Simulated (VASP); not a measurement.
Ti3Al, 4 atoms in the cell. It takes space group P-6m2 (No. 187, hexagonal). Conventional cell: a = 2.895 Å, b = 2.895 Å, c = 9.138 Å, α = 90.00°, β = 90.00°, γ = 120.00°. Ti (site symmetry -6m2) has 12 Ti at 2.82 to 2.90 Å within 3.7 Å. Within 3.7 Å of Ti (site symmetry 3m) lie 9 Ti at 2.82 to 2.90 Å and 3 Al at 2.84 Å. Al (site symmetry -6m2) has 6 Ti at 2.84 Å and 6 Al at 2.90 Å within 3.7 Å. 

- Program: VASP 6.6.1
- Task: single point
- Functional: PBEsol
- Potentials or basis: VASP PAW PBE potentials, release 64 (Ti_sv, Al)
- Cutoff: 520 eV
- k mesh: 18 × 18 × 6
- Occupations: gaussian, width 0.1 eV
- Spin: no spin polarisation
- Dipole correction: no
- Further INCAR settings: ALGO = Fast; EDIFF = 1e-06; NBANDS = 28

Potentials or basis: VASP PAW PBE potentials, release 64 (Ti_sv, Al).

Command:

```console
$ cat potpaw_PBE.64/Ti_sv/POTCAR potpaw_PBE.64/Al/POTCAR > POTCAR
$ mpirun -np 1 vasp_std > vasp.out
```

Hardware: 1 thread of Intel(R) Xeon(R) 6975P-C (Granite Rapids) (shared host).

Q: How long does it take, and how much memory?

A: Wall time 7.1 min on 1 thread of Intel(R) Xeon(R) 6975P-C (Granite Rapids), with other jobs on the host, peak memory 0.35 GiB. Counts: scf iterations 42, k points 148.
